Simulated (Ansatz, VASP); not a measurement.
# One calculation of FeMo, two programs

```
Fe Mo
1.0
     0.00000    2.42012    2.42012
     2.42012    0.00000    2.42012
     2.42012    2.42012    0.00000
Fe Mo
1 1
Direct
  0.00000 0.00000 0.00000
  0.50000 0.50000 0.50000
```

Alike in both runs: task relaxation of cell and atoms; functional PBE; k mesh 20 × 20 × 20; occupations gaussian, width 0.1 eV; no spin polarisation.

```csv
,VASP,Ansatz
version,VASP 6.6.1,Ansatz 0.2.0
potentials or method,"VASP PAW PBE potentials, release 64 (Fe, Mo_sv), cutoff 600 eV","scalar-relativistic, plane waves, PAW"
valence electrons in the cell,22,30
```

Ansatz gave:

| Property | Result |
| --- | --- |
| gap on the k mesh at the Fermi level, each at its own relaxed structure (eV) | none |
| relaxed volume (Å³/atom) | 14.21 |
| relaxed length of the cell vector where the two differ most in proportion (Å) | 3.425 |

Estimate VASP's values.

gap on the k mesh at the Fermi level, each at its own relaxed structure (eV): none; relaxed volume (Å³/atom): 14.20; relaxed length of the cell vector where the two differ most in proportion (Å): 3.425.

A gap of «none» marks a metal or a gap that the smearing closes. VASP's potentials hold 22 valence electrons a cell and Ansatz's 30, so a difference there can come from the potentials and not from the codes.
